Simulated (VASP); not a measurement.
# Co (Im-3m) in VASP: further runs

The runs below take Co through single point, with PBE.

All numbers are computed with VASP 6.6.1; they aren't measurements. Logs are shortened: lines on timing, memory, paths and dates and some standing lists are left out, and cuts for length are marked.

### 1 The cell of the first run

The structure is cubic, space group Im-3m (No. 229). Conventional cell: a = 2.766 Å, b = 2.766 Å, c = 2.766 Å, α = 90.00°, β = 90.00°, γ = 90.00°. Co (site symmetry m-3m) has 14 Co at 2.40 to 2.77 Å within 3.2 Å.

### 2 Single point, PBE

File INCAR:

```
PREC = Accurate
ENCUT = 520
EDIFF = 1E-6
ISMEAR = -1
SIGMA = 0.1
LREAL = F
LASPH = T
NELM = 60
ALGO = Normal
ISIF = 2
LWAVE = F
LCHARG = F
GGA = PE
NBANDS = 10
```

File KPOINTS:

```
Automatic mesh
0
Gamma
  26 26 26
```

File POSCAR:

```
Co
1.0
   -1.3829513651      1.3829513651      1.3829513651
    1.3829513651     -1.3829513651      1.3829513651
    1.3829513651      1.3829513651     -1.3829513651
Co
1
Direct
    0.0000000000      0.0000000000      0.0000000000
```

Potentials or basis: VASP PAW PBE potentials, release 64 (Co).

The run is started by

```
> cat potpaw_PBE.64/Co/POTCAR > POTCAR
> mpirun -np 1 vasp_std > vasp.out
```

OUTCAR:

```text
PREC = Accurate
   ENCUT = 520
   EDIFF = 1E-6
   ISMEAR = -1
   LREAL = F
   LASPH = T
   NELM = 60
   ISIF = 2
   GGA = PE

 ion  position               nearest neighbor table
   1  0.000  0.000  0.000-

  LATTYP: Found a body centered cubic cell.
 ALAT       =     2.7659027302

  Lattice vectors:

 A1 = (  -1.3829513651,   1.3829513651,   1.3829513651)
 A2 = (   1.3829513651,  -1.3829513651,   1.3829513651)
 A3 = (   1.3829513651,   1.3829513651,  -1.3829513651)

Analysis of symmetry for initial positions (statically):
=====================================================================
 Subroutine PRICEL returns:
 Original cell was already a primitive cell.

 Routine SETGRP: Setting up the symmetry group for a
 body centered cubic supercell.

 Subroutine GETGRP returns: Found 48 space group operations
 (whereof 48 operations were pure point group operations)
 out of a pool of 48 trial point group operations.

The static configuration has the point symmetry O_h .

Analysis of symmetry for dynamics (positions and initial velocities):
=====================================================================
 Subroutine PRICEL returns:
 Original cell was already a primitive cell.

 Routine SETGRP: Setting up the symmetry group for a
 body centered cubic supercell.

 Subroutine GETGRP returns: Found 48 space group operations
 (whereof 48 operations were pure point group operations)
 out of a pool of 48 trial point group operations.

The dynamic configuration has the point symmetry O_h .

 Subroutine INISYM returns: Found 48 space group operations
 (whereof 48 operations are pure point group operations),
 and found     1 'primitive' translations

----------------------------------------------------------------------------------------

                                     Primitive cell

  volume of cell :      10.5799

  direct lattice vectors                    reciprocal lattice vectors
    -1.382951365  1.382951365  1.382951365     0.000000000  0.361545614  0.361545614
     1.382951365 -1.382951365  1.382951365     0.361545614  0.000000000  0.361545614
     1.382951365  1.382951365 -1.382951365     0.361545614  0.361545614  0.000000000

  length of vectors
     2.395342029  2.395342029  2.395342029     0.511302710  0.511302710  0.511302710

  position of ions in fractional coordinates (direct lattice)
     0.000000000  0.000000000  0.000000000

  ion indices of the primitive-cell ions
   primitive index   ion index
                 1           1
[... 71 lines left out ...]
   NELM   =     60;   NELMIN=  2; NELMDL= -5     # of ELM steps
   EDIFF  = 0.1E-05   stopping-criterion for ELM
   LREAL  =      F    real-space projection
   EDIFFG = 0.1E-04   stopping-criterion for IOM
   NSW    =      0    number of steps for IOM
   IBRION =     -1    ionic relax: 0-MD 1-quasi-New 2-CG
   NFREE  =      0    steps in history (QN), initial steepest desc. (CG)
   ISIF   =      2    stress and relaxation
   ISYM   =      2    0-nonsym 1-usesym 2-fastsym
   POTIM  = 0.5000    time-step for ionic-motion
   TEBEG  =    0.0;   TEEND  =   0.0 temperature during run
   PSTRESS=    0.0 pullay stress
   NELECT =       9.0000    total number of electrons
   NUPDOWN=      -1.0000    fix difference up-down
   EMIN   =  10.00;   EMAX   =-10.00  energy-range for DOS
   EFERMI =   0.00;   METHOD = LEGACY
   ISMEAR =    -1;   SIGMA  =   0.10  broadening in eV -4-tet -1-fermi 0-gaus
   EFERMI_NEDOS =   21; number of points for ismear=-14 and -15
   IALGO  =     38    algorithm
   IMIX   =      4    mixing-type and parameters
     AMIX     =   0.40;   BMIX     =  1.00
     AMIX_MAG =   1.60;   BMIX_MAG =  1.00
  volume/ion in A,a.u.               =      10.58        71.40
  Fermi-wavevector in a.u.,A,eV,Ry     =   1.551180  2.931304 32.737771  2.406158
  Thomas-Fermi vector in A             =   2.655736
   LORBIT       =      0    0 simple, 1 ext, 2 COOP (PROOUT), +10 PAW based schemes
   GGA     = PE    functional components
   LHFCALC =     F    Hartree Fock is set to
   AEXX    =    0.0000 exact exchange contribution
   IVDW    =     0    specifies the selected vdW correction
   LEPSILON=     F    determine dielectric tensor
   LRPA    =     F    only Hartree local field effects (RPA)
 non-spin polarized calculation
  energy-cutoff  :      520.00
  volume of cell :       10.58
 maximum number of plane-waves:       321
 NGX is ok and might be reduce to    18
   NGX =  9   NGY =  9   NGZ =  9

 number of electron       9.0000011 magnetization

 Free energy of the ion-electron system (eV)
  ---------------------------------------------------
  ext. energy  EPLUGINS =         0.00000000
  ---------------------------------------------------
  free energy    TOTEN  =        -6.65971701 eV

  energy without entropy =       -6.54737304  energy(sigma->0) =       -6.60354503

 E-fermi :  10.4563     XC(G=0): -13.5637

 val. band max:       10.4546466490   @ k =  -0.2692   0.3846   0.0385
 cond. band min:      10.4578939971   @ k =  -0.1538   0.2308   0.0769
 fundamental gap:      0.0032473481
 Fermi energy:        10.4562777311

 k-point     1 :       0.0000    0.0000    0.0000
  band No.  band energies     occupation
      1       1.5586      2.00000
      2       8.6358      2.00000
      3       8.6358      2.00000
      4       8.6358      2.00000
      5      10.1760      1.88567
      6      10.1760      1.88567
      7      36.5029      0.00000
      8      36.5029      0.00000
      9      36.5029      0.00000
     10      42.1253      0.00000
[... 287 lines left out ...]
 k-point    24 :       0.3846    0.0385    0.0000
  band No.  band energies     occupation
      1       5.7416      2.00000
      2       7.6127      2.00000
      3       9.5170      1.99983
      4      10.1300      1.92627
      5      10.4237      1.16170
      6      11.1894      0.00131
      7      20.1511      0.00000
      8      29.8049      0.00000
      9      31.8307      0.00000
     10      35.4752      0.00000

 [... further k-points ...]
[... 5 lines left out ...]
  --------------------------------------------------------------------------------------
  -------------------------------------------------------------------------------------
  Total       -0.0484686     -0.0484686     -0.0484686      0.0000000     -0.0000000      0.0000000
  in kB       -7.3398964     -7.3398964     -7.3398964      0.0000000     -0.0000000      0.0000000
  external PRESSURE =      -7.3398964 kB  Pullay stress =       0.0000000 kB

 VOLUME and BASIS-vectors are now :
 -----------------------------------------------------------------------------
  energy-cutoff  :      520.00
  volume of cell :       10.58
      direct lattice vectors                 reciprocal lattice vectors
    -1.382951365  1.382951365  1.382951365     0.000000000  0.361545614  0.361545614
     1.382951365 -1.382951365  1.382951365     0.361545614  0.000000000  0.361545614
     1.382951365  1.382951365 -1.382951365     0.361545614  0.361545614  0.000000000

 POSITION                                       TOTAL-FORCE (eV/Angst)
 -----------------------------------------------------------------------------------
      0.00000      0.00000      0.00000         0.000000      0.000000      0.000000
 -----------------------------------------------------------------------------------
    total drift:                                0.000000      0.000000      0.000000

  FREE ENERGIE OF THE ION-ELECTRON SYSTEM (eV)
  ---------------------------------------------------
  free  energy   TOTEN  =        -6.6597170144 eV

  energy  without entropy=       -6.5473730413  energy(sigma->0) =       -6.60354503
```

OSZICAR:

```text
N       E                     dE             d eps       ncg     rms          rms(c)
DAV:   1     0.224817732616E+02    0.22482E+02   -0.41568E+03 10348   0.107E+03
DAV:   2    -0.714793563116E+01   -0.29630E+02   -0.28478E+02 10424   0.154E+02
DAV:   3    -0.781535977153E+01   -0.66742E+00   -0.66196E+00 11426   0.287E+01
DAV:   4    -0.782348160496E+01   -0.81218E-02   -0.81193E-02 11780   0.281E+00
DAV:   5    -0.782370197407E+01   -0.22037E-03   -0.22036E-03 12228   0.423E-01    0.101E+01
DAV:   6    -0.685438709816E+01    0.96931E+00   -0.12610E+01 11118   0.529E+01    0.345E+00
DAV:   7    -0.667915646134E+01    0.17523E+00   -0.14595E+00 11230   0.170E+01    0.146E+00
DAV:   8    -0.666182663157E+01    0.17330E-01   -0.29416E-02 15380   0.183E+00    0.420E-01
DAV:   9    -0.665970904109E+01    0.21176E-02   -0.11458E-03 13954   0.295E-01    0.639E-02
DAV:  10    -0.665971761412E+01   -0.85730E-05   -0.88603E-06 14034   0.243E-02    0.238E-02
DAV:  11    -0.665971701436E+01    0.59976E-06   -0.79022E-07  6586   0.712E-03
   1 F= -.66597170E+01 E0= -.66035450E+01  d E =-.112344E+00
```

It took 32 s on 1 thread of Intel Xeon 6975P-C, shared host; peak memory 0.17 GiB.

What came out:

| Item | Value |
| --- | --- |
| Free energy | -6.6597 eV |
| Pressure | -0.7 GPa |

Caveat: the run has no spin polarisation, though such a crystal can be magnetic. Spin polarisation is off, so any magnetic state and its effect on volume and gap are missing.

### 3 Single point, PBE (volume scaled by 1.04)

File INCAR:

```
SYSTEM = Co
ALGO = Normal ; EDIFF = 1E-6
ENCUT = 520 ; GGA = PE
ISIF = 2 ; ISMEAR = -1
LASPH = .TRUE. ; LCHARG = .TRUE.
LELF = .TRUE. ; LREAL = .FALSE.
LVHAR = .TRUE. ; LWAVE = .FALSE.
NBANDS = 10 ; NELM = 80
PREC = Accurate ; SIGMA = 0.1
```

File KPOINTS:

```
k-points
0
G
  26 26 26
  0 0 0
```

File POSCAR:

```
Co
1.0
   -1.4011501806      1.4011501806      1.4011501806
    1.4011501806     -1.4011501806      1.4011501806
    1.4011501806      1.4011501806     -1.4011501806
Co
1
Direct
    0.0000000000      0.0000000000      0.0000000000
```

Potentials or basis: VASP PAW PBE potentials, release 64 (Co).

The run is started by

```
> cat potpaw_PBE.64/Co/POTCAR > POTCAR
> mpirun -np 1 vasp_std > vasp.out
```

It took 29 s on 1 thread of Intel Xeon 6975P-C, shared host; peak memory 0.17 GiB.

The run converged. Its results:

* Free energy: -6.6463 eV
* Pressure: -8.9 GPa

Levels at points of the mesh, in eV from the Fermi level:
| k point | band 2 | band 3 | band 4 | band 5 | band 6 | band 7 | band 8 | band 9 |
| --- | --- | --- | --- | --- | --- | --- | --- | --- |
| (0.00, 0.00, 0.00) | -1.72 | -1.72 | -1.72 | -0.26 | -0.26 | 25.66 | 25.66 | 25.66 |
| (0.50, 0.00, 0.00) | -2.78 | -0.30 | -0.08 | 0.44 | 0.84 | 7.38 | 18.81 | 20.43 |
| (0.50, 0.50, 0.50) | -4.03 | 0.58 | 0.58 | 0.58 | 10.02 | 10.02 | 10.02 | 16.02 |

Caveat: the run has no spin polarisation, though such a crystal can be magnetic.

### 4 Single point, PBE (volume scaled by 1.08)

File INCAR:

```
  PREC = Accurate
  ENCUT = 520
  EDIFF = 1E-6
  ISMEAR = -1
  SIGMA = 0.1
  LREAL = False
  LASPH = True
  NELM = 60
  ALGO = Normal
  ISIF = 2
  LWAVE = False
  LCHARG = True
  GGA = PE
  LELF = True
  LVHAR = True
  NBANDS = 10
```

File KPOINTS:

```
Automatic mesh
0
Gamma
  26 26 26
```

File POSCAR:

```
Co
1.0
   -1.4188881418      1.4188881418      1.4188881418
    1.4188881418     -1.4188881418      1.4188881418
    1.4188881418      1.4188881418     -1.4188881418
Co
1
Direct
    0.0000000000      0.0000000000      0.0000000000
```

Potentials or basis: VASP PAW PBE potentials, release 64 (Co).

The run is started by

```
> cat potpaw_PBE.64/Co/POTCAR > POTCAR
> mpirun -np 1 vasp_std > vasp.out
```

OUTCAR:

```text
PREC = Accurate
   ENCUT = 520
   EDIFF = 1E-6
   ISMEAR = -1
   LREAL = False
   LASPH = True
   NELM = 60
   ISIF = 2
   GGA = PE

 ion  position               nearest neighbor table
   1  0.000  0.000  0.000-

  LATTYP: Found a body centered cubic cell.
 ALAT       =     2.8377762836

  Lattice vectors:

 A1 = (  -1.4188881418,   1.4188881418,   1.4188881418)
 A2 = (   1.4188881418,  -1.4188881418,   1.4188881418)
[... 488 lines left out ...]
      8      27.9622      0.00000
      9      29.5141      0.00000
     10      33.2029      0.00000

 [... further k-points ...]

------------------------ aborting loop because EDIFF is reached ----------------------------------------

  FORCE on cell =-STRESS in cart. coord.  units (eV):
  Direction    XX          YY          ZZ          XY          YZ          ZX
  --------------------------------------------------------------------------------------
  -------------------------------------------------------------------------------------
  Total       -1.0988189     -1.0988189     -1.0988189     -0.0000000     -0.0000000      0.0000000
  in kB     -154.0750196   -154.0750196   -154.0750196     -0.0000000     -0.0000000      0.0000000
  external PRESSURE =    -154.0750196 kB  Pullay stress =       0.0000000 kB

 VOLUME and BASIS-vectors are now :
 -----------------------------------------------------------------------------
  energy-cutoff  :      520.00
  volume of cell :       11.43
      direct lattice vectors                 reciprocal lattice vectors
    -1.418888142  1.418888142  1.418888142     0.000000000  0.352388596  0.352388596
     1.418888142 -1.418888142  1.418888142     0.352388596  0.000000000  0.352388596
     1.418888142  1.418888142 -1.418888142     0.352388596  0.352388596  0.000000000

 POSITION                                       TOTAL-FORCE (eV/Angst)
 -----------------------------------------------------------------------------------
      0.00000      0.00000      0.00000         0.000000     -0.000000     -0.000000
 -----------------------------------------------------------------------------------
    total drift:                                0.000000      0.000000      0.000000

  FREE ENERGIE OF THE ION-ELECTRON SYSTEM (eV)
  ---------------------------------------------------
  free  energy   TOTEN  =        -6.6136869023 eV

  energy  without entropy=       -6.4909835856  energy(sigma->0) =       -6.55233524
```

It took 30 s on 1 thread of Intel Xeon 6975P-C, shared host; peak memory 0.17 GiB.

Results:

* Free energy: -6.6137 eV
* Pressure: -15.4 GPa

Caveat: the run has no spin polarisation, though such a crystal can be magnetic.

### 5 Single point, PBE (volume scaled by 1.12)

File INCAR:

```
SYSTEM = Co
ALGO     = Normal         ! electronic algorithm
EDIFF    = 1E-6           ! SCF threshold, eV
ENCUT    = 520            ! plane-wave cutoff, eV
GGA      = PE             ! functional
ISIF     = 2              ! what is computed and relaxed
ISMEAR   = -1             ! smearing method
LASPH    = .TRUE.         ! aspherical terms in the spheres
LCHARG   = .FALSE.        ! write CHGCAR
LREAL    = .FALSE.        ! projectors in reciprocal space
LWAVE    = .FALSE.        ! write WAVECAR
NBANDS   = 10             ! bands
NELM     = 100            ! most SCF steps
PREC     = Accurate       ! precision mode
SIGMA    = 0.1            ! smearing width, eV
```

File KPOINTS:

```
k-points
0
G
  26 26 26
  0 0 0
```

File POSCAR:

```
Co
1.0
   -1.4361933613      1.4361933613      1.4361933613
    1.4361933613     -1.4361933613      1.4361933613
    1.4361933613      1.4361933613     -1.4361933613
Co
1
Direct
    0.0000000000      0.0000000000      0.0000000000
```

Potentials or basis: VASP PAW PBE potentials, release 64 (Co).

The run is started by

```
> cat potpaw_PBE.64/Co/POTCAR > POTCAR
> mpirun -np 1 vasp_std > vasp.out
```

OUTCAR:

```text
SYSTEM = Co
   EDIFF = 1E-6
   ENCUT = 520
   GGA = PE
   ISIF = 2
   ISMEAR = -1
   LASPH = .TRUE.
   LREAL = .FALSE.
   NELM = 100
   PREC = Accurate

 ion  position               nearest neighbor table
   1  0.000  0.000  0.000-

  LATTYP: Found a body centered cubic cell.
 ALAT       =     2.8723867226

  Lattice vectors:

 A1 = (  -1.4361933613,   1.4361933613,   1.4361933613)
 A2 = (   1.4361933613,  -1.4361933613,   1.4361933613)
 A3 = (   1.4361933613,   1.4361933613,  -1.4361933613)

Analysis of symmetry for initial positions (statically):
[... 480 lines left out ...]
      3       8.0501      1.99921
      4       8.5537      1.88557
      5       8.8034      1.15133
      6       9.4561      0.00396
      7      17.5500      0.00000
      8      27.1219      0.00000
      9      28.4769      0.00000
     10      32.1813      0.00000

 [... further k-points ...]
[... 5 lines left out ...]
  --------------------------------------------------------------------------------------
  -------------------------------------------------------------------------------------
  Total       -1.5169107     -1.5169107     -1.5169107      0.0000000      0.0000000      0.0000000
  in kB     -205.1029289   -205.1029289   -205.1029289      0.0000000      0.0000000      0.0000000
  external PRESSURE =    -205.1029289 kB  Pullay stress =       0.0000000 kB

 VOLUME and BASIS-vectors are now :
 -----------------------------------------------------------------------------
  energy-cutoff  :      520.00
  volume of cell :       11.85
      direct lattice vectors                 reciprocal lattice vectors
    -1.436193361  1.436193361  1.436193361     0.000000000  0.348142537  0.348142537
     1.436193361 -1.436193361  1.436193361     0.348142537  0.000000000  0.348142537
     1.436193361  1.436193361 -1.436193361     0.348142537  0.348142537  0.000000000

 POSITION                                       TOTAL-FORCE (eV/Angst)
 -----------------------------------------------------------------------------------
      0.00000      0.00000      0.00000        -0.000000     -0.000000     -0.000000
 -----------------------------------------------------------------------------------
    total drift:                                0.000000     -0.000000      0.000000

  FREE ENERGIE OF THE ION-ELECTRON SYSTEM (eV)
  ---------------------------------------------------
  free  energy   TOTEN  =        -6.5658259452 eV

  energy  without entropy=       -6.4380023432  energy(sigma->0) =       -6.50191414
```

stdout:

```text
POSCAR found type information on POSCAR Co
 POSCAR found :  1 types and       1 ions
 scaLAPACK will be used
 LDA part: xc-table for (Slater+PW92), standard interpolation
 POSCAR, INCAR and KPOINTS ok, starting setup
 FFT: planning ... GRIDC
 FFT: planning ... GRID_SOFT
 FFT: planning ... GRID
 WAVECAR not read
 entering main loop
```

Run time: 39 s. Hardware: 1 thread of Intel Xeon 6975P-C, shared host; peak memory 0.18 GiB.

What came out:

| Quantity | Value |
| --- | --- |
| Free energy | -6.5658 eV |
| Pressure | -20.5 GPa |

Levels at points of the mesh, in eV from the Fermi level:
| k point | band 3 | band 4 | band 5 | band 6 | band 7 | band 8 |
| --- | --- | --- | --- | --- | --- | --- |
| (0.00, 0.00, 0.00) | -1.55 | -1.55 | -0.24 | -0.24 | 24.93 | 24.93 |
| (0.50, 0.00, 0.00) | -0.28 | -0.07 | 0.50 | 0.74 | 6.78 | 18.17 |
| (0.50, 0.50, 0.50) | 0.52 | 0.52 | 0.52 | 9.54 | 9.54 | 9.54 |

Caveat: the run has no spin polarisation, though such a crystal can be magnetic. Spin polarisation is off, so any magnetic state and its effect on volume and gap are missing.

### 6 The runs side by side

```csv
cell,gap on the mesh (eV),pressure (GPa)
"a = 2.395 Å, angles 109.5°, 1 atom",none,-0.7
"a = 2.427 Å, angles 109.5°, 1 atom",none,-8.9
"a = 2.458 Å, angles 109.5°, 1 atom",none,-15.4
"a = 2.488 Å, angles 109.5°, 1 atom",none,-20.5
```

Alike in all rows: task single point; level PBE; potentials or basis VASP PAW PBE potentials, release 64 (Co); no spin polarisation; k mesh 26 × 26 × 26; cutoff (eV) 520; smearing fermi-dirac 0.1 eV.

Caveats: the run has no spin polarisation, though such a crystal can be magnetic.

Absolute energies hang on the potentials; compare differences alone.
